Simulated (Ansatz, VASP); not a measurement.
KTaO3: VASP beside Ansatz

```
CELL_PARAMETERS angstrom
3.98830 0.00000 0.00000
0.00000 3.98830 0.00000
0.00000 0.00000 3.98830
ATOMIC_POSITIONS crystal
Ta 0.00000 0.00000 0.00000
K 0.50000 0.50000 0.50000
O 0.00000 0.00000 0.50000
O 0.00000 0.50000 0.00000
O 0.50000 0.00000 0.00000
```

Alike in both runs: task single point; functional PBEsol; k mesh 7 × 7 × 7; occupations fermi-dirac, width 0.05 eV; no spin polarisation.

|  | VASP | Ansatz |
| --- | --- | --- |
| version | VASP 6.6.1 | Ansatz 0.2.0 |
| potentials or method | VASP PAW PBE potentials, release 64 (Ta_pv, K_sv, O), cutoff 520 eV | all-electron LAPW, scalar-relativistic |

VASP gave:

| Quantity | Value |
| --- | --- |
| gap on the k mesh at the Fermi level (eV) | 2.14 |
| least direct gap on the mesh (eV) | 2.71 |
| pressure (GPa) | 0.3 |

Question: Estimate Ansatz's values.

Answer: gap on the k mesh at the Fermi level (eV): 2.20; least direct gap on the mesh (eV): 2.74; pressure (GPa): -0.4.

VASP's potentials were made for PBE, not for PBEsol. Ansatz ran all-electron here, and VASP with PAW potentials.

Spin-orbit coupling is off throughout.
